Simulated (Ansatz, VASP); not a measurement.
## Ta2C in VASP and in Ansatz

```
CELL_PARAMETERS angstrom
3.11016 0.00000 0.00000
-1.55508 2.69348 0.00000
0.00000 0.00000 4.94230
ATOMIC_POSITIONS crystal
Ta 0.33333 0.66667 0.25356
Ta 0.66667 0.33333 0.74644
C 0.00000 0.00000 0.00000
```

Alike in both runs: task single point; functional r2SCAN; k mesh 12 × 12 × 7; occupations gaussian, width 0.1 eV; no spin polarisation.

|  | VASP | Ansatz |
| --- | --- | --- |
| version | VASP 6.6.1 | Ansatz 0.2.0 |
| potentials or method | VASP PAW PBE potentials, release 64 (Ta_pv, C), cutoff 520 eV | scalar-relativistic, plane waves, PAW |
| valence electrons in the cell | 26 | 30 |

Ansatz gave:

| Item | Value |
| --- | --- |
| gap on the k mesh at the Fermi level (eV) | none |
| pressure (GPa) | 0.0 |
| traceless stress, the component that is largest in VASP (GPa) | -0.18 |
| rms of the force components (eV/Å) | 0.025 |

**Question.** What did VASP give for the same quantities?

**Answer.** gap on the k mesh at the Fermi level (eV): none; pressure (GPa): 0.9; traceless stress, the component that is largest in VASP (GPa): -0.22; rms of the force components (eV/Å): 0.003.

VASP's potentials were made for PBE, not for r2SCAN. Atom by atom the forces differ by 0.022 eV/Å (rms over components). A gap of «none» marks a metal or a gap that the smearing closes. VASP's potentials hold 26 valence electrons a cell and Ansatz's 30, so a difference there can come from the potentials and not from the codes.

Neither program's run includes spin-orbit coupling.
